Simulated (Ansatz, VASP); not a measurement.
Y in VASP and in Ansatz

```
CELL_PARAMETERS angstrom
3.50544 0.00000 0.00000
-1.75272 3.03580 0.00000
0.00000 0.00000 5.74740
ATOMIC_POSITIONS crystal
Y 0.33333 0.66667 0.25000
Y 0.66667 0.33333 0.75000
```

Change from the starting cell: x and y stretched by -4 %, z held, crystal datasets.

Alike in both runs: task electric field gradients; functional PBE; k mesh 12 × 12 × 7; occupations fermi-dirac, width 0.08 eV; no spin polarisation.

|  | VASP | Ansatz |
| --- | --- | --- |
| version | VASP 6.6.1 | Ansatz 0.2.0 |
| potentials or method | VASP PAW PBE potentials, release 64 (Y_sv), cutoff 520 eV | all-electron PAW with datasets made for the crystal, scalar-relativistic |

|  | VASP | Ansatz | Ansatz less VASP |
| --- | --- | --- | --- |
| pressure (GPa) | 3.1 | 3.3 | +0.14 |
| traceless stress, the component that is largest in VASP (GPa) | -1.89 | -1.90 | -0.009 |
| size of Vzz on the site where it differs most (V/Å²) | 9.6 | 10.1 | +0.47 |

Ansatz ran all-electron here, and VASP with PAW potentials.
